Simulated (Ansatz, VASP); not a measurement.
# Ta4C3: VASP beside Ansatz

File POSCAR:

```
Ta4C3
1.0
   -3.1177991687      0.0000000000      0.0000000000
   -1.5588995843     -2.7000932840      0.0000000000
   -2.3381934866     -1.3499566389     10.2185930705
Ta C
4 3
Direct
    0.2150925528      0.2150925528      0.1900275630
   -0.1614412078     -0.1614412078      0.9431452919
   -0.3727187646     -0.3727187646      0.6990174637
    0.4169520290      0.4169520290      0.4529928082
    0.0217126250      0.0217126250      0.5768132042
    0.9482949882      0.9482949882      0.0569471534
   -0.1852008076     -0.1852008076      0.3239565456
```

INCAR.step1

```
SYSTEM = Ta4C3
PREC = Accurate
ENCUT = 520
ISMEAR = 0
SIGMA = 0.15
LREAL = .False.
LASPH = .True.
NELM = 60
NBANDS = 37
GGA = PE
ALGO = Normal
EDIFF = 1E-4
LWAVE = .True.
LCHARG = .False.
```

Contents of INCAR.step2:

```
SYSTEM = Ta4C3
PREC = Accurate
ENCUT = 520
EDIFF = 1E-7
ISMEAR = 0
SIGMA = 0.15
LREAL = .False.
LASPH = .True.
NELM = 60
ALGO = Normal
ISIF = 2
LWAVE = .False.
LCHARG = .False.
METAGGA = R2SCAN
LMIXTAU = .True.
NBANDS = 37
ISTART = 1
```

Contents of KPOINTS:

```
Automatic mesh
0
Gamma
  14 14 4
  0 0 0
```

Input for Ansatz:

```yaml
crystal:
  lattice:
    - [-3.1177991687, 0.0, 0.0]
    - [-1.5588995843, -2.700093284, 0.0]
    - [-2.3381934866, -1.3499566389, 10.2185930705]
  atoms:
    - { symbol: Ta, position: [0.2150925528, 0.2150925528, 0.190027563] }
    - { symbol: Ta, position: [-0.1614412078, -0.1614412078, 0.9431452919] }
    - { symbol: Ta, position: [-0.3727187646, -0.3727187646, 0.6990174637] }
    - { symbol: Ta, position: [0.416952029, 0.416952029, 0.4529928082] }
    - { symbol: C, position: [0.021712625, 0.021712625, 0.5768132042] }
    - { symbol: C, position: [0.9482949882, 0.9482949882, 0.0569471534] }
    - { symbol: C, position: [-0.1852008076, -0.1852008076, 0.3239565456] }
basis:
  ecutwfc: 500
kpoints:
  mp_grid: { grid: [14, 14, 4] }
hamiltonian:
  xc: r2scan
scf:
  occupations: { method: gaussian, width: 0.15 }
output:
  forces: true
  stress: true
  eigenvalues: true
```

Alike in both runs: task single point; functional r2SCAN; k mesh 14 × 14 × 4; occupations gaussian, width 0.15 eV; no spin polarisation.

```csv
,VASP,Ansatz
version,VASP 6.6.1,Ansatz 0.2.0
potentials or method,"VASP PAW PBE potentials, release 64 (Ta_pv, C), cutoff 520 eV","scalar-relativistic, plane waves, PAW"
valence electrons in the cell,56,64
```

Ansatz gave:

* gap on the k mesh at the Fermi level (eV): none
* rms of the force components (eV/Å): 10.178

Q: Estimate VASP's values.

A: gap on the k mesh at the Fermi level (eV): none; rms of the force components (eV/Å): 10.946.

VASP's potentials were made for PBE, not for r2SCAN. Atom by atom the forces differ by 0.771 eV/Å (rms over components). A gap of «none» marks a metal or a gap that the smearing closes. The functional is the same, so the differences come from potentials, cutoffs and numerics. VASP's potentials hold 56 valence electrons a cell and Ansatz's 64, so a difference there can come from the potentials and not from the codes.

Spin-orbit coupling is off throughout.
